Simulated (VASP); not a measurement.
The system is MgZn5O6.

```
Mg Zn O
1.0
     3.29955   -0.04220   -0.01283
    -0.04220    3.22256    0.01226
    -0.05408    0.05169   13.44593
Mg Zn O
1 5 6
Cartesian
  -0.1027 0.0215 6.5628
  3.2468 0.2021 11.2596
  1.6150 1.5893 -0.0575
  -0.1124 0.0817 2.2651
  1.6875 1.4923 4.3722
  1.7155 1.6536 9.0513
  1.6665 -0.0117 1.1183
  -0.0443 1.4869 3.3847
  1.6908 0.1763 5.5615
  -0.1397 1.5154 7.8597
  1.6180 -0.0177 10.0698
  -0.0668 1.5934 12.4905
```

```yaml
Program: VASP 6.6.1
Task: relaxation of cell and atoms
Functional: PBE
Potentials_or_basis: VASP PAW PBE potentials, release 64 (Mg, Zn, O)
Cutoff: 600 eV
k_mesh: 4 × 4 × 1
Occupations: gaussian, width 0.1 eV
Spin: no spin polarisation
```

At the start: pressure 10.3 GPa; volume 11.91 Å³/atom.

**Question.** Where does the relaxation end?

**Answer.** Over 18 steps the energy falls by 152.5 meV/atom and the volume is 12.35 Å³/atom (+3.7 %); space group P1 (No. 1, to 0.1 Å) before, P-4m2 (No. 115, to 0.1 Å).

The path:
| step | energy change (eV) | largest force (eV/Å) | pressure (GPa) | volume (Å³) |
| --- | --- | --- | --- | --- |
| 1 | 0.0000 | 3.4138 | 10.26 | 142.94 |
| 2 | -1.2225 | 1.2073 | -7.29 | 159.29 |
| 3 | -1.3535 | 1.0565 | -4.15 | 154.63 |
| 4 | -1.6759 | 0.5767 | -1.02 | 149.53 |
| 5 | -1.7152 | 0.6938 | 0.89 | 147.17 |
| 6 | -1.7747 | 0.2761 | 0.42 | 147.62 |
| 7 | -1.7795 | 0.3367 | 0.29 | 147.79 |
| 8 | -1.8014 | 0.2240 | -0.26 | 148.42 |
| 9 | -1.8053 | 0.2934 | -0.58 | 148.82 |
| 10 | -1.8181 | 0.1740 | 0.11 | 147.99 |
| 11 | -1.8201 | 0.1604 | 0.52 | 147.51 |
| 12 | -1.8258 | 0.1047 | -0.12 | 148.21 |
| 13 | -1.8258 | 0.1087 | -0.12 | 148.25 |
| 14 | -1.8278 | 0.0509 | -0.07 | 148.16 |
| 15 | -1.8281 | 0.0531 | -0.04 | 148.11 |
| 16 | -1.8292 | 0.0376 | 0.09 | 147.96 |
| 17 | -1.8292 | 0.0409 | 0.11 | 147.94 |
| 18 | -1.8295 | 0.0196 | -0.11 | 148.17 |

Final structure:
```
CELL_PARAMETERS angstrom
3.28038 0.00229 -0.00027
0.00257 3.27911 0.00022
-0.00173 0.00086 13.77485
ATOMIC_POSITIONS crystal
Mg 0.00201 0.99811 0.50003
Zn 0.00038 0.00324 0.83268
Zn 0.49822 0.50254 0.99997
Zn 0.99835 0.99942 0.16726
Zn 0.49969 0.49646 0.33474
Zn 0.50136 0.50032 0.66523
O 0.49842 0.00246 0.08367
O 0.99946 0.49895 0.25103
O 0.50175 0.99666 0.41899
O 0.00158 0.49810 0.58110
O 0.50047 0.00064 0.74900
O 0.99832 0.50310 0.91631
```

Caveat: the k points lie up to 0.48 Å⁻¹ apart in the final cell.
